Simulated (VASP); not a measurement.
Write the native input for VASP 6.6.1 that does the following.

* Task: single point
* Functional: PBE
* Potentials or basis: VASP PAW PBE potentials, release 64 (Si, C)
* Cutoff: 520 eV
* k mesh: 13 × 13 × 13
* Occupations: fermi-dirac, width 0.05 eV
* Spin: no spin polarisation
* Dipole correction: no
* Further INCAR settings: ALGO = Normal; EDIFF = 1e-06; NBANDS = 11

The structure of SiC (rocksalt type) lies in POSCAR:

```
SiC
1.0
    0.0000000000      2.0431105363      2.0431105363
    2.0431105363      0.0000000000      2.0431105363
    2.0431105363      2.0431105363      0.0000000000
Si C
1 1
Direct
    0.0000000000      0.0000000000      0.0000000000
    0.5000000000      0.5000000000      0.5000000000
```

This cell differs from its parent crystal: volume scaled by 1.02.

One way to write it, as run:

INCAR

```
SYSTEM = SiC
  ALGO = Normal
  EDIFF = 1E-6
  ENCUT = 520
  GGA = PE
  ISIF = 2
  ISMEAR = -1
  LASPH = .TRUE.
  LCHARG = .FALSE.
  LREAL = .FALSE.
  LWAVE = .FALSE.
  NBANDS = 11
  NELM = 80
  PREC = Accurate
  SIGMA = 0.05
```

KPOINTS

```
k-points
0
G
  13 13 13
  0 0 0
```

Potentials or basis: VASP PAW PBE potentials, release 64 (Si, C).

Command:

```console
$ cat potpaw_PBE.64/Si/POTCAR potpaw_PBE.64/C/POTCAR > POTCAR
$ mpirun -np 1 vasp_std > vasp.out
```

Results of the run:

```json
{
 "Pressure": "-4.7 GPa",
 "Band gap on the k mesh": "zero (band 4 reaches 12.05 eV, above the bottom of band 5 at 10.93 eV)"
}
```

Run time: 32 s on 1 thread of AMD EPYC 7R13, on a shared host, peak memory 0.11 GiB.
